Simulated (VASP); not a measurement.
# InSb: single point with PBEsol

InSb:

```
CELL_PARAMETERS angstrom
0.00000 3.25993 3.52072
3.25993 0.00000 3.52072
3.25993 3.25993 0.00000
ATOMIC_POSITIONS crystal
In 0.00000 0.00000 0.00000
Sb 0.75000 0.75000 0.75000
```

This cell differs from its parent crystal: strain +0.000 along x and y, +0.080 along z.

```json
{"Program": "VASP 6.6.1", "Task": "single point", "Functional": "PBEsol", "Potentials or basis": "VASP PAW PBE potentials, release 64 (In_d, Sb)", "Cutoff": "520 eV", "k mesh": "16 × 16 × 16", "Occupations": "gaussian, width 0.15 eV", "Spin": "no spin polarisation"}
```

```
Pressure               : -2.8 GPa
Band gap on the k mesh : zero (filled and empty bands touch)
```

Stress tensor (GPa, compression positive):
```
-1.97  0.00  0.00
 0.00 -1.97  0.00
 0.00  0.00 -4.37
```

Levels at points of the mesh, in eV from the Fermi level:
| k point | band 7 | band 8 | band 9 | band 10 | band 11 | band 12 |
| --- | --- | --- | --- | --- | --- | --- |
| (0.00, 0.00, 0.00) | -1.00 | -0.44 | -0.05 | -0.05 | 2.73 | 2.73 |
| (0.50, 0.00, 0.00) | -5.41 | -1.28 | -0.81 | 0.09 | 3.48 | 3.75 |
| (0.50, 0.50, 0.00) | -5.93 | -1.90 | -1.90 | 1.48 | 1.48 | 7.31 |
| (0.50, 0.00, 0.50) | -5.63 | -2.28 | -2.24 | 0.95 | 1.13 | 7.08 |

Run time: 2.2 min on 1 thread of Intel(R) Xeon(R) 6975P-C (Granite Rapids) (shared host), peak memory 0.54 GiB.

Caveat: the cell differs from its parent crystal (strain +0.000 along x and y, +0.080 along z); semilocal functionals underestimate gaps, and a narrow one can read as zero; the PAW data sets were made with another functional, which shifts forces and pressure a little; spin-orbit coupling is left out, which moves the levels of the heavy elements.
